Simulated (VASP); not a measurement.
Wanted: the native input for a VASP 6.6.1 run.

| Quantity | Value |
| --- | --- |
| Task | relaxation of cell and atoms |
| Functional | PBE |
| Potentials or basis | VASP PAW PBE potentials, release 64 (Cu, Au) |
| Cutoff | 600 eV |
| k mesh | 4 × 4 × 4 |
| Occupations | gaussian, width 0.1 eV |
| Spin | no spin polarisation |
| Dipole correction | no |
| Further INCAR settings | ALGO = Normal; EDIFF = 1e-06; IBRION = 2; EDIFFG = -0.04; NSW = 90; ISIF = 3 |

The structure of Cu2Au lies in POSCAR:

```
Cu2Au
1.0
    0.0000000000      3.5398721666      3.5398721666
    3.5398721666      0.0000000000      3.5398721666
    3.5398721666      3.5398721666      0.0000000000
Cu Au
4 2
Direct
    0.6250000000      0.6250000000      0.6250000000
    0.1250000000      0.6250000000      0.6250000000
    0.6250000000      0.6250000000      0.1250000000
    0.6250000000      0.1250000000      0.6250000000
    0.0000000000      0.0000000000      0.0000000000
    0.2500000000      0.2500000000      0.2500000000
```

These files were run (other wordings do the same):

INCAR

```
SYSTEM = Cu2Au
PREC = Accurate
ENCUT = 600
EDIFF = 1E-6
ISMEAR = 0
SIGMA = 0.1
LREAL = .False.
LASPH = .True.
NELM = 100
ALGO = Normal
ISIF = 3
LWAVE = .False.
LCHARG = .False.
GGA = PE
IBRION = 2
NSW = 90
EDIFFG = -0.04
```

KPOINTS

```
regular mesh
0
Gamma
  4 4 4
  0 0 0
```

Potentials or basis: VASP PAW PBE potentials, release 64 (Cu, Au).

Launch:

```bash
$ cat potpaw_PBE.64/Cu/POTCAR potpaw_PBE.64/Au/POTCAR > POTCAR
$ mpirun -np 1 vasp_std > vasp.out
```

Results of the run:

```yaml
Relaxed_volume: 13.95 Å³/atom
Relaxed_cell: a = 4.910 Å, b = 4.910 Å, c = 4.910 Å, α = 60.00°, β = 60.00°, γ = 60.00°
Space_group_after_relaxing_to_0.05_Å: Fd-3m (No. 227)
Energy_gained_by_relaxing: 18.8 meV/atom
Ionic_steps: 3
Pressure_after_relaxing: -0.1 GPa
Band_gap_on_the_k_mesh: zero (band 33 reaches 10.64 eV, above the bottom of band 34 at 6.63 eV)
```

Caveat: the k points lie up to 0.39 Å⁻¹ apart in the final cell; spin-orbit coupling is left out, which moves the levels of the heavy elements.

It took 67 s on 1 thread of Intel(R) Xeon(R) 6975P-C (Granite Rapids), on a shared host, peak memory 0.24 GiB.
